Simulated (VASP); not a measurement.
# MnO (zincblende type) (F-43m) in VASP: notebook

Runs on MnO (zincblende type). Level: PBE. Tasks: electric field gradients.

Everything below comes from runs of VASP 6.6.1. Logs are shortened: lines on timing, memory, paths and dates and some standing lists are left out, and cuts for length are marked.

### 1 The cell of the first run

The structure is cubic, space group F-43m (No. 216). Conventional cell: a = 4.760 Å, b = 4.760 Å, c = 4.760 Å, α = 90.00°, β = 90.00°, γ = 90.00°. Within 2.7 Å of Mn (site symmetry -43m) lie 4 O at 2.06 Å. O (site symmetry -43m) has 4 Mn at 2.06 Å within 2.7 Å.

### 2 Electric field gradients, PBE, collinear spin, ferromagnetic start (volume scaled by 0.975)

Input file INCAR:

```
SYSTEM = MnO
PREC = Accurate
ENCUT = 520
EDIFF = 1E-8
ISMEAR = -1
SIGMA = 0.05
LREAL = .False.
LASPH = .True.
NELM = 150
ALGO = Normal
ISIF = 2
LWAVE = .False.
LCHARG = .False.
ISPIN = 2
MAGMOM = 4 0
LORBIT = 11
LMAXMIX = 4
GGA = PE
LEFG = .True.
NBANDS = 20
```

Input file KPOINTS:

```
regular mesh
0
Gamma
  14 14 14
  0 0 0
```

Input file POSCAR:

```
MnO
1.0
    0.0000000000      2.3799837233      2.3799837233
    2.3799837233      0.0000000000      2.3799837233
    2.3799837233      2.3799837233      0.0000000000
Mn O
1 1
Direct
    0.0000000000      0.0000000000      0.0000000000
    0.2500000000      0.2500000000      0.2500000000
```

Potentials or basis: VASP PAW PBE potentials, release 64 (Mn_pv, O).

Launch:

```sh
$ cat potpaw_PBE.64/Mn_pv/POTCAR potpaw_PBE.64/O/POTCAR > POTCAR
$ mpirun -np 1 vasp_std > vasp.out
```

OUTCAR:

```text
SYSTEM = MnO
   PREC = Accurate
   ENCUT = 520
   EDIFF = 1E-8
   ISMEAR = -1
   LREAL = .False.
   LASPH = .True.
   NELM = 150
   ISIF = 2
   ISPIN = 2
   LORBIT = 11
   GGA = PE

 ion  position               nearest neighbor table
   1  0.000  0.000  0.000-   2 2.06   2 2.06   2 2.06   2 2.06
   2  0.250  0.250  0.250-   1 2.06   1 2.06   1 2.06   1 2.06

  LATTYP: Found a face centered cubic cell.
 ALAT       =     4.7599674466

  Lattice vectors:

 A1 = (   0.0000000000,   2.3799837233,   2.3799837233)
 A2 = (   2.3799837233,   0.0000000000,   2.3799837233)
 A3 = (   2.3799837233,   2.3799837233,   0.0000000000)

Analysis of symmetry for initial positions (statically):
=====================================================================
 Subroutine PRICEL returns:
 Original cell was already a primitive cell.

 Routine SETGRP: Setting up the symmetry group for a
 face centered cubic supercell.

 Subroutine GETGRP returns: Found 24 space group operations
 (whereof 24 operations were pure point group operations)
 out of a pool of 48 trial point group operations.

The static configuration has the point symmetry T_d .

Analysis of symmetry for dynamics (positions and initial velocities):
=====================================================================
 Subroutine PRICEL returns:
 Original cell was already a primitive cell.

 Routine SETGRP: Setting up the symmetry group for a
 face centered cubic supercell.

 Subroutine GETGRP returns: Found 24 space group operations
 (whereof 24 operations were pure point group operations)
 out of a pool of 48 trial point group operations.

The dynamic configuration has the point symmetry T_d .

Analysis of structural, dynamic, and magnetic symmetry:
=====================================================================
 Subroutine PRICEL returns:
 Original cell was already a primitive cell.

 Routine SETGRP: Setting up the symmetry group for a
 face centered cubic supercell.

 Subroutine GETGRP returns: Found 24 space group operations
 (whereof 24 operations were pure point group operations)
 out of a pool of 48 trial point group operations.

The overall configuration has the point symmetry T_d .

 Subroutine INISYM returns: Found 24 space group operations
 (whereof 24 operations are pure point group operations),
 and found     1 'primitive' translations

----------------------------------------------------------------------------------------

                                     Primitive cell

  volume of cell :      26.9620

  direct lattice vectors                    reciprocal lattice vectors
     0.000000000  2.379983723  2.379983723    -0.210085470  0.210085470  0.210085470
     2.379983723  0.000000000  2.379983723     0.210085470 -0.210085470  0.210085470
     2.379983723  2.379983723  0.000000000     0.210085470  0.210085470 -0.210085470

  length of vectors
     3.365805260  3.365805260  3.365805260     0.363878709  0.363878709  0.363878709

  position of ions in fractional coordinates (direct lattice)
     0.000000000  0.000000000  0.000000000
     0.250000000  0.250000000  0.250000000

  ion indices of the primitive-cell ions
   primitive index   ion index
                 1           1
                 2           2

----------------------------------------------------------------------------------------

 KPOINTS: regular mesh

Automatic generation of k-mesh.
 Grid dimensions read from file:
 generate k-points for:   14   14   14

 Generating k-lattice:

  Cartesian coordinates                     Fractional coordinates (reciprocal lattice)
    -0.015006105  0.015006105  0.015006105     0.071428571  0.000000000  0.000000000
     0.015006105 -0.015006105  0.015006105     0.000000000  0.071428571  0.000000000
     0.015006105  0.015006105 -0.015006105     0.000000000  0.000000000  0.071428571

[... 52 lines left out ...]
   LSORBIT =      F    spin-orbit coupling
   LASPH  =      T    aspherical Exc in radial PAW
   ENCUT  =  520.0 eV  38.22 Ry    6.18 a.u.   6.26  6.26  6.26*2*pi/ulx,y,z
   NELM   =    150;   NELMIN=  2; NELMDL= -5     # of ELM steps
   EDIFF  = 0.1E-07   stopping-criterion for ELM
   LREAL  =      F    real-space projection
   EDIFFG = 0.1E-06   stopping-criterion for IOM
   NSW    =      0    number of steps for IOM
   IBRION =     -1    ionic relax: 0-MD 1-quasi-New 2-CG
   NFREE  =      0    steps in history (QN), initial steepest desc. (CG)
   ISIF   =      2    stress and relaxation
   ISYM   =      2    0-nonsym 1-usesym 2-fastsym
   POTIM  = 0.5000    time-step for ionic-motion
   TEBEG  =    0.0;   TEEND  =   0.0 temperature during run
   PSTRESS=    0.0 pullay stress
   NELECT =      19.0000    total number of electrons
   NUPDOWN=      -1.0000    fix difference up-down
   EMIN   =  10.00;   EMAX   =-10.00  energy-range for DOS
   EFERMI =   0.00;   METHOD = LEGACY
   ISMEAR =    -1;   SIGMA  =   0.05  broadening in eV -4-tet -1-fermi 0-gaus
   EFERMI_NEDOS =   21; number of points for ismear=-14 and -15
   IALGO  =     38    algorithm
   IMIX   =      4    mixing-type and parameters
     AMIX     =   0.40;   BMIX     =  1.00
     AMIX_MAG =   1.60;   BMIX_MAG =  1.00
  volume/ion in A,a.u.               =      13.48        90.97
  Fermi-wavevector in a.u.,A,eV,Ry     =   1.456829  2.753008 28.876353  2.122352
  Thomas-Fermi vector in A             =   2.573702
   LORBIT       =     11    0 simple, 1 ext, 2 COOP (PROOUT), +10 PAW based schemes
   GGA     = PE    functional components
   LHFCALC =     F    Hartree Fock is set to
   AEXX    =    0.0000 exact exchange contribution
   IVDW    =     0    specifies the selected vdW correction
   LEPSILON=     F    determine dielectric tensor
   LRPA    =     F    only Hartree local field effects (RPA)
 spin polarized calculation
  energy-cutoff  :      520.00
  volume of cell :       26.96
 maximum number of plane-waves:       742
 NGX is ok and might be reduce to    28
   NGX = 13   NGY = 13   NGZ = 13

 number of electron      18.9999997 magnetization       4.9839707

 Free energy of the ion-electron system (eV)
  ---------------------------------------------------
  ext. energy  EPLUGINS =         0.00000000
  ---------------------------------------------------
  free energy    TOTEN  =       -16.40593975 eV

  energy without entropy =      -16.40242223  energy(sigma->0) =      -16.40418099

 E-fermi :   5.6186     XC(G=0): -10.5036

 val. band max:        5.5879293710   @ k =   0.0714   0.0714   0.0000
 cond. band min:       5.6190090144   @ k =  -0.0714   0.0714   0.0000
 fundamental gap:      0.0310796434
 Fermi energy:         5.6185754711

 spin component 1

 k-point     1 :       0.0000    0.0000    0.0000
  band No.  band energies     occupation
      1     -44.9071      1.00000
      2     -44.9071      1.00000
      3     -44.9071      1.00000
      4     -14.1809      1.00000
      5      -0.5277      1.00000
      6      -0.5277      1.00000
[... 541 lines left out ...]
     19      24.4704      0.00000
     20      27.1913      0.00000

 [... further k-points ...]

 spin component 2

 k-point     1 :       0.0000    0.0000    0.0000
  band No.  band energies     occupation
      1     -40.1790      1.00000
      2     -40.1790      1.00000
      3     -40.1790      1.00000
      4     -13.7318      1.00000
      5       0.7893      1.00000
      6       0.7893      1.00000
[... 541 lines left out ...]
     19      25.8388      0.00000
     20      28.5150      0.00000

 [... further k-points ...]
[... 5 lines left out ...]
  --------------------------------------------------------------------------------------
  -------------------------------------------------------------------------------------
  Total        0.5626843      0.5626843      0.5626843      0.0000000      0.0000000     -0.0000000
  in kB       33.4367033     33.4367033     33.4367033      0.0000000      0.0000000     -0.0000000
  external PRESSURE =      33.4367033 kB  Pullay stress =       0.0000000 kB

 VOLUME and BASIS-vectors are now :
 -----------------------------------------------------------------------------
  energy-cutoff  :      520.00
  volume of cell :       26.96
      direct lattice vectors                 reciprocal lattice vectors
     0.000000000  2.379983723  2.379983723    -0.210085470  0.210085470  0.210085470
     2.379983723  0.000000000  2.379983723     0.210085470 -0.210085470  0.210085470
     2.379983723  2.379983723  0.000000000     0.210085470  0.210085470 -0.210085470

 POSITION                                       TOTAL-FORCE (eV/Angst)
 -----------------------------------------------------------------------------------
      0.00000      0.00000      0.00000         0.000000      0.000000      0.000000
      1.18999      1.18999      1.18999        -0.000000     -0.000000     -0.000000
 -----------------------------------------------------------------------------------
    total drift:                                0.000000      0.000000      0.000000

  FREE ENERGIE OF THE ION-ELECTRON SYSTEM (eV)
  ---------------------------------------------------
  free  energy   TOTEN  =       -16.4059397504 eV

  energy  without entropy=      -16.4024222292  energy(sigma->0) =      -16.40418099

 Electric field gradients (V/A^2)
---------------------------------------------------------------------
 ion       V_xx      V_yy      V_zz      V_xy      V_xz      V_yz
---------------------------------------------------------------------
   1       0.000     0.000     0.000    -0.002    -0.002    -0.002
   2      -0.000    -0.000    -0.000    -0.000    -0.000    -0.000
---------------------------------------------------------------------

 Electric field gradients after diagonalization (V/A^2)
 (convention: |V_zz| > |V_xx| > |V_yy|)
----------------------------------------------------------------------
 ion       V_xx      V_yy      V_zz     asymmetry (V_yy - V_xx)/ V_zz
----------------------------------------------------------------------
   1       0.002     0.002    -0.005       0.000
   2       0.000     0.000    -0.001       0.000
----------------------------------------------------------------------

           NMR quadrupolar parameters

 Cq : quadrupolar parameter    Cq=e*Q*V_zz/h
 eta: asymmetry parameters     (V_yy - V_xx)/ V_zz
 Q  : nuclear electric quadrupole moment in mb (millibarn)
----------------------------------------------------------------------
 ion       Cq(MHz)       eta       Q (mb)
----------------------------------------------------------------------
   1      -0.000       0.000       1.000
   2      -0.000       0.000       1.000
----------------------------------------------------------------------

 total charge

# of ion       s       p       d       tot
------------------------------------------
    1        0.236   6.222   4.944  11.402
    2        1.555   3.452   0.000   5.006
--------------------------------------------------
tot          1.791   9.673   4.944  16.408

 magnetization (x)

# of ion       s       p       d       tot
------------------------------------------
    1        0.036   0.060   4.312   4.408
    2        0.020   0.177   0.000   0.197
--------------------------------------------------
tot          0.056   0.238   4.312   4.605
```

It took 8 min on 1 thread of AMD EPYC 7R13, shared host; peak memory 0.2 GiB.

What came out:

```
Free energy                                           : -16.4059 eV
Pressure                                              : 3.3 GPa
Band gap on the k mesh                                : zero (filled and empty bands overlap)
Net moment                                            : 4.98 μB per cell
Site moments                                          : Mn +4.41; O +0.20 μB
Valence electrons inside the program's atomic spheres : Mn 11.40; O 5.01
```

Caveat: the cell differs from its parent crystal (volume scaled by 0.975); without QUAD_EFG the Cq values of the log hold for a quadrupole moment of 1 mb, not for the nuclei; a cell with one magnetic atom can't hold antiferromagnetic order, which such compounds often take; semilocal functionals often make such compounds metallic where correlation or magnetic order opens a gap, which also shifts bond lengths.

### 3 Electric field gradients, PBE, collinear spin, ferromagnetic start

This run uses another cell than the first one, of 13.83 Å³/atom, 1.026 times its volume.

Input file INCAR:

```
SYSTEM = MnO
  PREC = Accurate
  ENCUT = 520
  EDIFF = 1E-8
  ISMEAR = -1
  SIGMA = 0.05
  LREAL = .False.
  LASPH = .True.
  NELM = 150
  ALGO = Normal
  ISIF = 2
  LWAVE = .False.
  LCHARG = .False.
  ISPIN = 2
  MAGMOM = 4 0
  LORBIT = 11
  LMAXMIX = 4
  GGA = PE
  LEFG = .True.
  NBANDS = 20
```

KPOINTS is that of step 2.

Input file POSCAR:

```
MnO
1.0
    0.0000000000      2.4001540386      2.4001540386
    2.4001540386      0.0000000000      2.4001540386
    2.4001540386      2.4001540386      0.0000000000
Mn O
1 1
Direct
    0.0000000000      0.0000000000      0.0000000000
    0.2500000000      0.2500000000      0.2500000000
```

Potentials or basis: VASP PAW PBE potentials, release 64 (Mn_pv, O).

Launch:

```sh
$ cat potpaw_PBE.64/Mn_pv/POTCAR potpaw_PBE.64/O/POTCAR > POTCAR
$ mpirun -np 1 vasp_std > vasp.out
```

OUTCAR:

```text
SYSTEM = MnO
   PREC = Accurate
   ENCUT = 520
   EDIFF = 1E-8
   ISMEAR = -1
   LREAL = .False.
   LASPH = .True.
   NELM = 150
   ISIF = 2
   ISPIN = 2
   LORBIT = 11
   GGA = PE

 ion  position               nearest neighbor table
   1  0.000  0.000  0.000-   2 2.08   2 2.08   2 2.08   2 2.08
   2  0.250  0.250  0.250-   1 2.08   1 2.08   1 2.08   1 2.08

  LATTYP: Found a face centered cubic cell.
 ALAT       =     4.8003080772

  Lattice vectors:

 A1 = (   0.0000000000,   2.4001540386,   2.4001540386)
 A2 = (   2.4001540386,   0.0000000000,   2.4001540386)
 A3 = (   2.4001540386,   2.4001540386,   0.0000000000)

Analysis of symmetry for initial positions (statically):
=====================================================================
 Subroutine PRICEL returns:
 Original cell was already a primitive cell.

 Routine SETGRP: Setting up the symmetry group for a
 face centered cubic supercell.

 Subroutine GETGRP returns: Found 24 space group operations
 (whereof 24 operations were pure point group operations)
[... 1321 lines left out ...]
    total drift:                                0.000000      0.000000     -0.000000

  FREE ENERGIE OF THE ION-ELECTRON SYSTEM (eV)
  ---------------------------------------------------
  free  energy   TOTEN  =       -16.4146216273 eV

  energy  without entropy=      -16.4126036133  energy(sigma->0) =      -16.41361262

 Electric field gradients (V/A^2)
---------------------------------------------------------------------
 ion       V_xx      V_yy      V_zz      V_xy      V_xz      V_yz
---------------------------------------------------------------------
   1      -0.000     0.000    -0.000    -0.003    -0.003    -0.003
   2       0.000    -0.000    -0.000    -0.001    -0.001    -0.001
---------------------------------------------------------------------

 Electric field gradients after diagonalization (V/A^2)
 (convention: |V_zz| > |V_xx| > |V_yy|)
----------------------------------------------------------------------
 ion       V_xx      V_yy      V_zz     asymmetry (V_yy - V_xx)/ V_zz
----------------------------------------------------------------------
   1       0.003     0.003    -0.006       0.000
   2       0.001     0.001    -0.002       0.000
----------------------------------------------------------------------

           NMR quadrupolar parameters

 Cq : quadrupolar parameter    Cq=e*Q*V_zz/h
 eta: asymmetry parameters     (V_yy - V_xx)/ V_zz
 Q  : nuclear electric quadrupole moment in mb (millibarn)
----------------------------------------------------------------------
 ion       Cq(MHz)       eta       Q (mb)
----------------------------------------------------------------------
   1      -0.000       0.000       1.000
   2      -0.000       0.000       1.000
----------------------------------------------------------------------

 total charge

# of ion       s       p       d       tot
------------------------------------------
    1        0.231   6.211   4.934  11.376
    2        1.554   3.440   0.000   4.995
--------------------------------------------------
tot          1.786   9.651   4.934  16.370

 magnetization (x)

# of ion       s       p       d       tot
------------------------------------------
    1        0.037   0.058   4.330   4.425
    2        0.019   0.173   0.000   0.192
--------------------------------------------------
tot          0.056   0.231   4.330   4.617
```

OSZICAR:

```text
N       E                     dE             d eps       ncg     rms          rms(c)
DAV:   1     0.172013395442E+03    0.17201E+03   -0.10440E+04  8328   0.105E+03
DAV:   2    -0.993169907063E+01   -0.18195E+03   -0.17033E+03  8532   0.318E+02
DAV:   3    -0.190832710427E+02   -0.91516E+01   -0.90300E+01  9340   0.775E+01
DAV:   4    -0.191634877750E+02   -0.80217E-01   -0.80197E-01  9328   0.759E+00
DAV:   5    -0.191643856594E+02   -0.89788E-03   -0.89786E-03  9380   0.797E-01    0.151E+01
DAV:   6    -0.168613063611E+02    0.23031E+01   -0.13749E+01 10972   0.383E+01    0.145E+01
DAV:   7    -0.164270725531E+02    0.43423E+00   -0.18707E+00  9144   0.201E+01    0.849E+00
DAV:   8    -0.164279901560E+02   -0.91760E-03   -0.18905E-01  9224   0.307E+00    0.478E+00
DAV:   9    -0.164140005638E+02    0.13990E-01   -0.62894E-02  8684   0.231E+00    0.103E+00
DAV:  10    -0.164137562702E+02    0.24429E-03   -0.12684E-02  8696   0.110E+00    0.375E-01
DAV:  11    -0.164143662479E+02   -0.60998E-03   -0.21356E-03  9344   0.432E-01    0.161E-01
DAV:  12    -0.164145638862E+02   -0.19764E-03   -0.12217E-04  9876   0.146E-01    0.518E-02
DAV:  13    -0.164146023707E+02   -0.38484E-04   -0.38671E-05  9240   0.531E-02    0.401E-02
DAV:  14    -0.164146219880E+02   -0.19617E-04   -0.17726E-05  9124   0.284E-02    0.105E-02
DAV:  15    -0.164146213023E+02    0.68579E-06   -0.22714E-06  9448   0.133E-02    0.543E-03
DAV:  16    -0.164146214290E+02   -0.12670E-06   -0.94374E-08  9160   0.258E-03    0.363E-03
DAV:  17    -0.164146216183E+02   -0.18935E-06   -0.21632E-07  8824   0.401E-03    0.848E-04
DAV:  18    -0.164146216273E+02   -0.89958E-08   -0.25362E-08  9584   0.121E-03
   1 F= -.16414622E+02 E0= -.16413613E+02  d E =-.201801E-02  mag=     4.9972
```

stdout:

```text
POSCAR found type information on POSCAR MnO
 POSCAR found :  2 types and       2 ions
 scaLAPACK will be used
 LDA part: xc-table for (Slater+PW92), standard interpolation
 POSCAR, INCAR and KPOINTS ok, starting setup
 FFT: planning ... GRIDC
 FFT: planning ... GRID_SOFT
 FFT: planning ... GRID
 WAVECAR not read
 entering main loop
ion   1

ion   2
```

Wall time 7.7 min (1 thread of AMD EPYC 7R13, shared host); peak memory 0.2 GiB.

Results:

* Free energy: -16.4146 eV
* Pressure: 0.4 GPa
* Band gap on the k mesh: zero (filled and empty bands overlap)
* Net moment: 5.00 μB per cell
* Site moments: Mn +4.42; O +0.19 μB
* Valence electrons inside the program's atomic spheres: Mn 11.38; O 5.00

Caveat: without QUAD_EFG the Cq values of the log hold for a quadrupole moment of 1 mb, not for the nuclei; a cell with one magnetic atom can't hold antiferromagnetic order, which such compounds often take; semilocal functionals often make such compounds metallic where correlation or magnetic order opens a gap, which also shifts bond lengths. With open d or f shells a metallic result of PBE can be an artefact of self-interaction; +U or a hybrid may open a gap.

(Continued in part 2 of 2.)
